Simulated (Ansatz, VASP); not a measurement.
## One calculation of Sb3S5, two programs

```
Sb S
1.0
     6.61163    0.00000    0.00000
     0.00000    6.61163    0.00000
     0.00000    0.00000    5.78951
Sb S
3 5
Direct
  0.50000 0.50000 0.99569
  0.50000 0.00000 0.66274
  0.00000 0.50000 0.66274
  0.76450 0.76450 0.88121
  0.23550 0.23550 0.88121
  0.23550 0.76450 0.88121
  0.76450 0.23550 0.88121
  0.50000 0.50000 0.39969
```

Alike in both runs: functional PBE; k mesh 6 × 6 × 6; occupations gaussian, width 0.1 eV; no spin polarisation.

Ansatz relaxed the structure, and its values are those at the end. VASP's run is a single point on that final structure, the one shown.

```csv
,VASP,Ansatz
version,VASP 6.6.1,Ansatz 0.2.0
potentials or method,"VASP PAW PBE potentials, release 64 (Sb, S), cutoff 520 eV","scalar-relativistic, plane waves, PAW"
valence electrons in the cell,45,75
```

```tsv
	VASP	Ansatz	Ansatz less VASP
gap on the k mesh at the Fermi level (eV)	none	none	-
pressure (GPa)	-0.1	0.0	+0.09
rms of the force components (eV/Å)	0.007	0.003	-0.0041
```

A gap of «none» marks a metal or a gap that the smearing closes. VASP's potentials hold 45 valence electrons a cell and Ansatz's 75, so a difference there can come from the potentials and not from the codes. Ansatz's warnings: xc potential rough in thin density.

Spin-orbit coupling is off throughout.
